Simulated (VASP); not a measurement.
Here is a VASP 6.6.1 calculation.

Contents of INCAR:

```
SYSTEM = Hf
ALGO = Normal
EDIFF = 1E-6
ENCUT = 520
ISIF = 2
ISMEAR = -1
LASPH = .TRUE.
LCHARG = .FALSE.
LREAL = .FALSE.
LWAVE = .FALSE.
NBANDS = 11
NELM = 80
PREC = Accurate
SIGMA = 0.1
```

Contents of KPOINTS:

```
k-points
0
G
  16 16 16
  0 0 0
```

File POSCAR:

```
Hf
1.0
   -1.6785489405      1.6785489405      1.6785489405
    1.6785489405     -1.6785489405      1.6785489405
    1.6785489405      1.6785489405     -1.6785489405
Hf
1
Direct
    0.0000000000      0.0000000000      0.0000000000
```

Potentials or basis: VASP PAW LDA potentials, release 64 (Hf_pv).

The run is started by

```console
$ cat potpaw_LDA.64/Hf_pv/POTCAR > POTCAR
$ mpirun -np 1 vasp_std > vasp.out
```

Task: Estimate the pressure.

Result: 10.3 GPa.

Task: What does it give for the band gap on the k mesh?

Result: Zero (band 5 reaches 7.22 eV, above the bottom of band 6 at 4.71 eV).

Caveat: spin-orbit coupling is left out, which moves the levels of the heavy elements.
